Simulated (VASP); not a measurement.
The system is BeSb.

```
CELL_PARAMETERS angstrom
3.55538 0.00000 0.00000
-1.77769 3.07905 0.00000
0.00000 0.00000 3.47703
ATOMIC_POSITIONS crystal
Be 0.00000 0.00000 0.00000
Sb 0.33333 0.66667 0.50000
```

```yaml
Program: VASP 6.6.1
Task: relaxation of cell and atoms
Functional: PBE
Potentials_or_basis: VASP PAW PBE potentials, release 64 (Be, Sb)
Cutoff: 600 eV
k_mesh: 18 × 18 × 16
Occupations: gaussian, width 0.1 eV
Spin: no spin polarisation
```

At the start: pressure 0.4 GPa; volume 19.03 Å³/atom.

Task: Where does the relaxation end?

Result: Over 15 steps the energy falls by 83.9 meV/atom and the volume is 19.84 Å³/atom (+4.3 %); space group P-6m2 (No. 187, to 0.1 Å) before and after.

Step by step:
```
step  energy change (eV)  largest force (eV/Å)  pressure (GPa)  volume (Å³)
   1              0.0000                0.0000            0.36        38.06
   2             -0.0103                0.0000            0.12        38.30
   3             -0.0475                0.0000           -0.50        38.96
   4             -0.1464                0.0000           -1.35        40.07
   5              0.3050                0.0000            3.61        41.33
   6             -0.1627                0.0000           -1.26        40.31
   7             -0.1652                0.0000           -1.15        40.43
   8             -0.1650                0.0000           -1.19        40.39
   9             -0.1337                0.0000            2.75        38.76
  10             -0.1668                0.0000           -0.54        40.09
  11             -0.1674                0.0000            0.33        39.42
  12             -0.1679                0.0000           -0.03        39.69
  13             -0.1679                0.0000           -0.04        39.70
  14             -0.1679                0.0000            0.04        39.66
  15             -0.1679                0.0000            0.00        39.68
```

Final structure:
```
Be Sb
1.0
     3.88237    0.00000    0.00000
    -1.94118    3.36223    0.00000
     0.00000    0.00000    3.03997
Be Sb
1 1
Cartesian
  0.0000 0.0000 0.0000
  0.0000 2.2415 1.5200
```
